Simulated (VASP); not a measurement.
Hg: single point with PBEsol

The system is Hg.

```
Hg
1.0
    -3.07935    3.07935    1.60567
     3.07935   -3.07935    1.60567
     3.07935    3.07935   -1.60567
Hg
2
Direct
  0.75000 0.25000 0.50000
  0.00000 0.00000 0.00000
```

This cell differs from its parent crystal: strained.

* Program: VASP 6.6.1
* Task: single point
* Functional: PBEsol
* Potentials or basis: VASP PAW PBE potentials, release 64 (Hg)
* Cutoff: 520 eV
* k mesh: 16 × 16 × 16
* Occupations: gaussian, width 0.1 eV
* Spin: no spin polarisation

The pressure is -3.5 GPa. The band gap on the k mesh is zero (band 12 reaches 2.49 eV, above the bottom of band 13 at -0.24 eV).

Stress tensor (GPa, compression positive):
```
-3.43  0.00  0.00
 0.00 -3.43  0.00
 0.00  0.00 -3.52
```

Levels at points of the mesh, in eV from the Fermi level:
```csv
k point,band 10,band 11,band 12,band 13,band 14,band 15
"(0.00, 0.00, 0.00)",-5.76,-5.43,0.30,1.83,1.83,7.08
"(0.50, 0.00, 0.00)",-5.55,-2.15,-1.34,1.82,2.32,3.26
"(0.50, 0.50, 0.00)",-5.85,-4.96,-4.96,4.98,4.98,5.28
"(0.50, 0.50, 0.50)",-5.98,-2.89,-2.89,-1.16,-1.16,10.13
```

Wall time 4.8 min on 1 thread of AMD EPYC 9R14 (Zen 4) (shared host), peak memory 0.42 GiB.

Caveat: the cell differs from its parent crystal (strained); the PAW data sets were made with another functional, which shifts forces and pressure a little; spin-orbit coupling is left out, which moves the levels of the heavy elements.
